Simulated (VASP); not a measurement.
Here is a VASP 6.6.1 calculation.

File INCAR:

```
ALGO = Normal
EDIFF = 1E-6
ENCUT = 520
GGA = PS
ISIF = 2
ISMEAR = -1
LASPH = True
LCHARG = False
LREAL = False
LWAVE = False
NBANDS = 19
NELM = 100
PREC = Accurate
SIGMA = 0.1
```

File KPOINTS:

```
k-points
0
Gamma
  20 20 11
```

Contents of POSCAR:

```
Ti
1.0
    2.0327607425      0.0000000000      0.0000000000
   -1.0163803713      1.7604224428      0.0000000000
    0.0000000000      0.0000000000      3.8901799219
Ti
2
Direct
    0.3333333333      0.6666666667      0.2500000000
    0.6666666667      0.3333333333      0.7500000000
```

Potentials or basis: VASP PAW PBE potentials, release 64 (Ti_sv).

Launch:

```sh
$ cat potpaw_PBE.64/Ti_sv/POTCAR > POTCAR
$ mpirun -np 1 vasp_std > vasp.out
```

Task: What does it give for the pressure?

Result: 396.6 GPa.

Task: Predict the band gap on the k mesh.

Result: Zero (bands 12 and 13 overlap by 1.73 eV).

Stress tensor (GPa, compression positive):
```
402.22   0.00   0.00
  0.00 402.22   0.00
  0.00   0.00 385.41
```

Caveat: atoms lie so close that the PAW spheres overlap strongly, which falsifies energies and pressures; the cell stands under pressure; the PAW data sets were made with another functional, which shifts forces and pressure a little.
